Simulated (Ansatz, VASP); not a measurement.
Two plane-wave programs on Ga3Bi2As

```xyz
6
Lattice="4.3390 0.0000 0.0000 -2.1695 3.7577 0.0000 0.0000 0.0000 10.6221" Properties=species:S:1:pos:R:3 pbc="T T T"
As    0.0000    0.0000    0.0031
Bi    0.0000    2.5051    3.4452
Bi    2.1695    1.2526    7.1619
Ga    0.0000    2.5051    0.6909
Ga    2.1695    1.2526    4.4339
Ga    0.0000    0.0000    8.1647
```

Alike in both runs: task single point; functional PBEsol; k mesh 5 × 5 × 5; occupations fermi-dirac, width 0.02 eV; no spin polarisation.

```csv
,VASP,Ansatz
version,VASP 6.6.1,Ansatz 0.2.0
potentials or method,"VASP PAW PBE potentials, release 64 (As, Bi_d, Ga_d)",plane waves
plane-wave cutoff (eV),520,420
valence electrons in the cell,74,84
```

```tsv
	VASP	Ansatz	Ansatz less VASP
pressure (GPa)	-0.2	-0.2	-0.01
traceless stress, the component that is largest in VASP (GPa)	0.10	0.10	-0.005
rms of the force components (eV/Å)	0.059	0.060	+0.0008
```

VASP's potentials were made for PBE, not for PBEsol. Atom by atom the forces differ by 0.003 eV/Å (rms over components). VASP's potentials hold 74 valence electrons a cell and Ansatz's 84, so a difference there can come from the potentials and not from the codes.

Spin-orbit coupling is off throughout.
